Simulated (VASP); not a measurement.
# P (C2/m) in VASP: notebook

P is run at these levels: PBEsol; tasks: single point.

Everything below comes from runs of VASP 6.6.1. Logs are shortened: lines on timing, memory, paths and dates and some standing lists are left out, and cuts for length are marked.

**1. The cell of the first run**

It takes space group C2/m (No. 12, monoclinic). Conventional cell: a = 9.259 Å, b = 8.171 Å, c = 5.030 Å, α = 90.00°, β = 90.50°, γ = 90.00°. Within 2.8 Å of P (site symmetry m) lie 3 P at 2.14 to 2.26 Å. P (site symmetry m) has 3 P at 2.14 to 2.16 Å within 2.8 Å. Within 2.9 Å of P (site symmetry 1) lie 3 P at 2.16 to 2.26 Å.

**2. Single point, PBEsol (strain +0.025 along x and y, -0.050 along z)**

INCAR reads:

```
SYSTEM = P
PREC = Accurate
ENCUT = 520
EDIFF = 1E-6
ISMEAR = 0
SIGMA = 0.05
LREAL = .FALSE.
LASPH = .TRUE.
NELM = 100
ALGO = Normal
ISIF = 2
LWAVE = .FALSE.
LCHARG = .FALSE.
GGA = PS
NBANDS = 30
```

KPOINTS reads:

```
Automatic mesh
0
G
  6 6 6
  0 0 0
```

POSCAR reads:

```
P
1.0
    4.6294112731     -4.0855502189     -0.0091770362
    4.6294112731      4.0855502189     -0.0091770362
   -0.0342585451      0.0000000000      5.0295488591
P
8
Direct
    0.8512742797      0.8512742797      0.2375644293
    0.1487257203      0.1487257203      0.7624355707
    0.7191783959      0.7191783959      0.5855434286
    0.2808216041      0.2808216041      0.4144565714
    0.5015958456      0.7783891987      0.2493767515
    0.2216108013      0.4984041544      0.7506232485
    0.4984041544      0.2216108013      0.7506232485
    0.7783891987      0.5015958456      0.2493767515
```

Potentials or basis: VASP PAW PBE potentials, release 64 (P).

On the command line:

```
> cat potpaw_PBE.64/P/POTCAR > POTCAR
> mpirun -np 1 vasp_std > vasp.out
```

OUTCAR:

```text
SYSTEM = P
   PREC = Accurate
   ENCUT = 520
   EDIFF = 1E-6
   ISMEAR = 0
   LREAL = .FALSE.
   LASPH = .TRUE.
   NELM = 100
   ISIF = 2
   GGA = PS

 ion  position               nearest neighbor table
   1  0.851  0.851  0.238-   3 2.14   5 2.26   8 2.26
   2  0.149  0.149  0.762-   4 2.14   6 2.26   7 2.26
   3  0.719  0.719  0.586-   1 2.14   5 2.16   8 2.16
   4  0.281  0.281  0.414-   2 2.14   6 2.16   7 2.16
   5  0.502  0.778  0.249-   3 2.16   1 2.26   8 2.26
   6  0.222  0.498  0.751-   4 2.16   2 2.26   7 2.26
   7  0.498  0.222  0.751-   4 2.16   2 2.26   6 2.26
   8  0.778  0.502  0.249-   3 2.16   1 2.26   5 2.26

  LATTYP: Found a base centered monoclinic cell.
 ALAT       =     9.2588407381
 B/A-ratio  =     0.8825187374
 C/A-ratio  =     0.5432284316
 COS(beta)  =    -0.0087935669

  Lattice vectors:

 A1 = (   4.6294112731,  -4.0855502189,  -0.0091770362)
 A2 = (   4.6294112731,   4.0855502189,  -0.0091770362)
 A3 = (  -0.0342585451,   0.0000000000,   5.0295488591)

Analysis of symmetry for initial positions (statically):
=====================================================================
 Subroutine PRICEL returns:
 Original cell was already a primitive cell.

 Routine SETGRP: Setting up the symmetry group for a
 base centered monoclinic supercell.

 Subroutine GETGRP returns: Found  4 space group operations
 (whereof  4 operations were pure point group operations)
 out of a pool of  4 trial point group operations.

The static configuration has the point symmetry C_2h.

Analysis of symmetry for dynamics (positions and initial velocities):
=====================================================================
 Subroutine PRICEL returns:
 Original cell was already a primitive cell.

 Routine SETGRP: Setting up the symmetry group for a
 base centered monoclinic supercell.

 Subroutine GETGRP returns: Found  4 space group operations
 (whereof  4 operations were pure point group operations)
 out of a pool of  4 trial point group operations.

The dynamic configuration has the point symmetry C_2h.

 Subroutine INISYM returns: Found  4 space group operations
 (whereof  4 operations are pure point group operations),
 and found     1 'primitive' translations

----------------------------------------------------------------------------------------

[... 109 lines left out ...]
   NFREE  =      0    steps in history (QN), initial steepest desc. (CG)
   ISIF   =      2    stress and relaxation
   ISYM   =      2    0-nonsym 1-usesym 2-fastsym
   POTIM  = 0.5000    time-step for ionic-motion
   TEBEG  =    0.0;   TEEND  =   0.0 temperature during run
   PSTRESS=    0.0 pullay stress
   NELECT =      40.0000    total number of electrons
   NUPDOWN=      -1.0000    fix difference up-down
   EMIN   =  10.00;   EMAX   =-10.00  energy-range for DOS
   EFERMI =   0.00;   METHOD = LEGACY
   ISMEAR =     0;   SIGMA  =   0.05  broadening in eV -4-tet -1-fermi 0-gaus
   EFERMI_NEDOS =   21; number of points for ismear=-14 and -15
   IALGO  =     38    algorithm
   IMIX   =      4    mixing-type and parameters
     AMIX     =   0.40;   BMIX     =  1.00
     AMIX_MAG =   1.60;   BMIX_MAG =  1.00
  volume/ion in A,a.u.               =      23.78       160.49
  Fermi-wavevector in a.u.,A,eV,Ry     =   0.973461  1.839574 12.893226  0.947625
  Thomas-Fermi vector in A             =   2.103842
   LORBIT       =      0    0 simple, 1 ext, 2 COOP (PROOUT), +10 PAW based schemes
   GGA     = PS    functional components
   LHFCALC =     F    Hartree Fock is set to
   AEXX    =    0.0000 exact exchange contribution
   IVDW    =     0    specifies the selected vdW correction
   LEPSILON=     F    determine dielectric tensor
   LRPA    =     F    only Hartree local field effects (RPA)
 non-spin polarized calculation
 Gauss-broadening in eV      SIGMA  =   0.05
  energy-cutoff  :      520.00
  volume of cell :      190.25
 maximum number of plane-waves:      5147
 NGX is ok and might be reduce to    48
   NGX = 23   NGY = 23   NGZ = 19

 number of electron      39.9999996 magnetization

 Free energy of the ion-electron system (eV)
  ---------------------------------------------------
  ext. energy  EPLUGINS =         0.00000000
  ---------------------------------------------------
  free energy    TOTEN  =       -44.22478611 eV

  energy without entropy =      -44.22478611  energy(sigma->0) =      -44.22478611

 E-fermi :   2.8086     XC(G=0):  -8.8995

 val. band max:        2.5906623563   @ k =   0.5000   0.0000   0.5000
 cond. band min:       4.7063530565   @ k =   0.0000   0.0000   0.0000
 fundamental gap:      2.1156907001
 Fermi energy:         2.8085885390

 k-point     1 :       0.0000    0.0000    0.0000
  band No.  band energies     occupation
      1     -12.0663      2.00000
      2     -11.6456      2.00000
      3      -5.7118      2.00000
      4      -5.5406      2.00000
      5      -5.0344      2.00000
      6      -5.0045      2.00000
[... 781 lines left out ...]
     29       7.8193      0.00000
     30       8.4221      0.00000

 [... further k-points ...]

------------------------ aborting loop because EDIFF is reached ----------------------------------------

  FORCE on cell =-STRESS in cart. coord.  units (eV):
  Direction    XX          YY          ZZ          XY          YZ          ZX
  --------------------------------------------------------------------------------------
  -------------------------------------------------------------------------------------
  Total       -2.9865717     -3.2730983      7.1791847      0.0000000      0.0000000      0.1425107
  in kB      -25.1509298    -27.5638676     60.4583410      0.0000000      0.0000000      1.2001305
  external PRESSURE =       2.5811812 kB  Pullay stress =       0.0000000 kB

 VOLUME and BASIS-vectors are now :
 -----------------------------------------------------------------------------
  energy-cutoff  :      520.00
  volume of cell :      190.25
      direct lattice vectors                 reciprocal lattice vectors
     4.629411273 -4.085550219 -0.009177036     0.108006552 -0.122382537  0.000735682
     4.629411273  4.085550219 -0.009177036     0.108006552  0.122382537  0.000735682
    -0.034258545  0.000000000  5.029548859     0.000394143  0.000000000  0.198827674

 POSITION                                       TOTAL-FORCE (eV/Angst)
 -----------------------------------------------------------------------------------
      7.87366      0.00000      1.17922        -0.702157     -0.000000     -0.574576
      1.35091      0.00000      3.83198         0.702157     -0.000000      0.574576
      6.63869      0.00000      2.93182        -0.018774     -0.000000      1.712437
      2.58588      0.00000      2.07938         0.018774     -0.000000     -1.712437
      5.91703      1.13085      1.24251         0.367137     -0.657900     -0.495977
      3.30753      1.13085      3.76869        -0.367137     -0.657900      0.495977
      3.30753     -1.13085      3.76869        -0.367137      0.657900      0.495977
      5.91703     -1.13085      1.24251         0.367137      0.657900     -0.495977
 -----------------------------------------------------------------------------------
    total drift:                                0.000000     -0.000000      0.000000

  FREE ENERGIE OF THE ION-ELECTRON SYSTEM (eV)
  ---------------------------------------------------
  free  energy   TOTEN  =       -44.2247861134 eV

  energy  without entropy=      -44.2247861134  energy(sigma->0) =      -44.22478611
```

stdout:

```text
POSCAR found type information on POSCAR P
 POSCAR found :  1 types and       8 ions
 scaLAPACK will be used
 -----------------------------------------------------------------------------
|                                                                             |
|                                                                             |
|     You enforced a specific xc type in the INCAR file but a different       |
|     I HOPE YOU KNOW WHAT YOU ARE DOING!                                     |
|                                                                             |
 -----------------------------------------------------------------------------

 LDA part: xc-table for (Slater+PW92), standard interpolation
 POSCAR, INCAR and KPOINTS ok, starting setup
 FFT: planning ... GRIDC
 FFT: planning ... GRID_SOFT
 FFT: planning ... GRID
 WAVECAR not read
 entering main loop
```

Run time: 6.7 min. Hardware: 1 thread of Intel Xeon Platinum 8488C (Sapphire Rapids), shared host; peak memory 0.45 GiB.

What came out:

```
Free energy            : -44.2248 eV
Pressure               : 0.3 GPa
Largest force          : 1.713 eV/Å
Band gap on the k mesh : 2.12 eV (least direct gap 2.47 eV)
```

Forces on the atoms (eV/Å):
```
P   -0.702  0.000 -0.575
P    0.702  0.000  0.575
P   -0.019  0.000  1.712
P    0.019  0.000 -1.712
P    0.367 -0.658 -0.496
P   -0.367 -0.658  0.496
P   -0.367  0.658  0.496
P    0.367  0.658 -0.496
```

Stress tensor (GPa, compression positive):
```
-2.52  0.00  0.12
 0.00 -2.76  0.00
 0.12  0.00  6.05
```

Caveat: the cell differs from its parent crystal (strain +0.025 along x and y, -0.050 along z); the stress differs along the axes, from -3 to 6 GPa; this functional lacks dispersion, which holds the molecules together, so the pressure and a relaxed volume are unreliable; the PAW data sets were made with another functional, which shifts forces and pressure a little.

**3. Single point, PBEsol (strain +0.000 along x and y, +0.025 along z)**

INCAR reads:

```
SYSTEM = P
ALGO = Normal ; EDIFF = 1E-6
ENCUT = 520 ; GGA = PS
ISIF = 2 ; ISMEAR = 0
LASPH = .True. ; LCHARG = .False.
LREAL = .False. ; LWAVE = .False.
NBANDS = 30 ; NELM = 80
PREC = Accurate ; SIGMA = 0.05
```

KPOINTS reads:

```
k-points
0
Gamma
  6 6 6
  0 0 0
```

Edit POSCAR of step 2 so:

```diff
@@ -2,5 +2,5 @@
 1.0
-    4.6294112731     -4.0855502189     -0.0091770362
-    4.6294112731      4.0855502189     -0.0091770362
-   -0.0342585451      0.0000000000      5.0295488591
+    4.5164988030     -3.9859026526     -0.0099015391
+    4.5164988030      3.9859026526     -0.0099015391
+   -0.0334229708      0.0000000000      5.4266185058
 P
```

Potentials or basis: VASP PAW PBE potentials, release 64 (P).

On the command line:

```
> cat potpaw_PBE.64/P/POTCAR > POTCAR
> mpirun -np 1 vasp_std > vasp.out
```

Wall time 6.5 min (1 thread of Intel Xeon Platinum 8488C (Sapphire Rapids), shared host); peak memory 0.45 GiB.

The run converged. Its results:

* Free energy: -44.4326 eV
* Pressure: -1.6 GPa
* Largest force: 1.017 eV/Å
* Band gap on the k mesh: 2.03 eV (least direct gap 2.45 eV)

Forces on the atoms (eV/Å):
```
P   -0.213  0.000  0.349
P    0.213  0.000 -0.349
P   -0.023  0.000 -1.016
P    0.023  0.000  1.016
P    0.114 -0.173  0.314
P   -0.114 -0.173 -0.314
P   -0.114  0.173 -0.314
P    0.114  0.173  0.314
```

Stress tensor (GPa, compression positive):
```
-0.78  0.00 -0.05
 0.00 -0.69  0.00
-0.05  0.00 -3.40
```

Levels at points of the mesh, in eV from the valence-band top:
```
           k point  band 17  band 18  band 19  band 20  band 21  band 22  band 23  band 24
(0.00, 0.00, 0.00)    -0.83    -0.81    -0.74    -0.66     2.03     2.87     3.00     3.02
(0.50, 0.00, 0.00)    -0.91    -0.71    -0.58    -0.50     2.75     2.90     3.30     3.36
(0.50, 0.50, 0.00)    -1.00    -0.91    -0.40    -0.37     2.67     3.01     3.09     3.17
(0.00, 0.00, 0.50)    -1.13    -1.13    -0.54    -0.48     3.19     3.56     3.62     3.81
(0.50, 0.00, 0.50)    -0.89    -0.53    -0.29     0.00     2.61     2.98     3.54     3.67
(0.50, 0.50, 0.50)    -0.84    -0.77    -0.72    -0.72     2.81     2.96     3.01     3.44
```

Caveat: the cell differs from its parent crystal (strain +0.000 along x and y, +0.025 along z); this functional lacks dispersion, which holds the molecules together, so the pressure and a relaxed volume are unreliable; the PAW data sets were made with another functional, which shifts forces and pressure a little. A k mesh can miss the band edges.
